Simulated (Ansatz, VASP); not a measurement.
One calculation of ZnS, two programs

Contents of POSCAR:

```
ZnS
1.0
    3.8109987816      0.0000000000      0.0000000000
   -1.9054993908      3.3004217586      0.0000000000
    0.0000000000      0.0000000000      6.2340000000
Zn S
2 2
Direct
    0.3991834964      0.7148723317      0.0000000000
    0.6008165036      0.2851276683      0.5000000000
    0.2781316237      0.6262562105      0.3850000000
    0.7218683763      0.3737437895      0.8850000000
```

Contents of INCAR.step1:

```
ALGO     = Normal         # electronic algorithm
EDIFF    = 1E-4           # SCF threshold, eV
ENCUT    = 520            # plane-wave cutoff, eV
GGA      = PE             # functional
ISMEAR   = 0              # smearing method
LASPH    = T              # aspherical terms in the spheres
LCHARG   = F              # write CHGCAR
LREAL    = F              # projectors in reciprocal space
LWAVE    = T              # write WAVECAR
NBANDS   = 26             # bands
NELM     = 100            # most SCF steps
PREC     = Accurate       # precision mode
SIGMA    = 0.05           # smearing width, eV
```

The input INCAR.step2:

```
ALGO     = Normal         # electronic algorithm
EDIFF    = 1E-6           # SCF threshold, eV
ENCUT    = 520            # plane-wave cutoff, eV
ISIF     = 2              # what is computed and relaxed
ISMEAR   = 0              # smearing method
ISTART   = 1            
LASPH    = T              # aspherical terms in the spheres
LCHARG   = T              # write CHGCAR
LELF     = T              # ELF
LMIXTAU  = T            
LREAL    = F              # projectors in reciprocal space
LVHAR    = T            
LWAVE    = F              # write WAVECAR
METAGGA  = R2SCAN         # meta-GGA
NBANDS   = 26             # bands
NELM     = 100            # most SCF steps
PREC     = Accurate       # precision mode
SIGMA    = 0.05           # smearing width, eV
```

File KPOINTS:

```
k-points
0
Gamma
  6 6 4
```

Input for Ansatz:

```yaml
crystal:
  lattice:
    - [3.8109987816, 0.0, 0.0]
    - [-1.9054993908, 3.3004217586, 0.0]
    - [0.0, 0.0, 6.234]
  atoms:
    - { symbol: Zn, position: [0.3991834964, 0.7148723317, 0.0] }
    - { symbol: Zn, position: [0.6008165036, 0.2851276683, 0.5] }
    - { symbol: S, position: [0.2781316237, 0.6262562105, 0.385] }
    - { symbol: S, position: [0.7218683763, 0.3737437895, 0.885] }
basis:
  ecutwfc: 500
kpoints:
  mp_grid: { grid: [6, 6, 4] }
hamiltonian:
  xc: r2scan
scf:
  occupations: { method: gaussian, width: 0.05 }
output:
  forces: true
  stress: true
  eigenvalues: true
```

Change from the starting cell: mode 4 (77.2 1/cm) frozen in, largest displacement -0.225 Å.

Alike in both runs: task single point; functional r2SCAN; k mesh 6 × 6 × 4; occupations gaussian, width 0.05 eV; no spin polarisation.

|  | VASP | Ansatz |
| --- | --- | --- |
| version | VASP 6.6.1 | Ansatz 0.2.0 |
| potentials or method | VASP PAW PBE potentials, release 64 (Zn, S), cutoff 520 eV | scalar-relativistic, plane waves, PAW |
| valence electrons in the cell | 36 | 36 |

```tsv
	VASP	Ansatz	Ansatz less VASP
gap on the k mesh at the Fermi level (eV)	2.70	2.69	-0.009
least direct gap on the mesh (eV)	2.70	2.69	-0.009
pressure (GPa)	-0.1	-0.2	-0.05
traceless stress, the component that is largest in VASP (GPa)	-1.53	-1.51	+0.020
rms of the force components (eV/Å)	0.261	0.263	+0.0023
```

VASP's potentials were made for PBE, not for r2SCAN. Atom by atom the forces differ by 0.010 eV/Å (rms over components). The functional is the same, so the differences come from potentials, cutoffs and numerics.
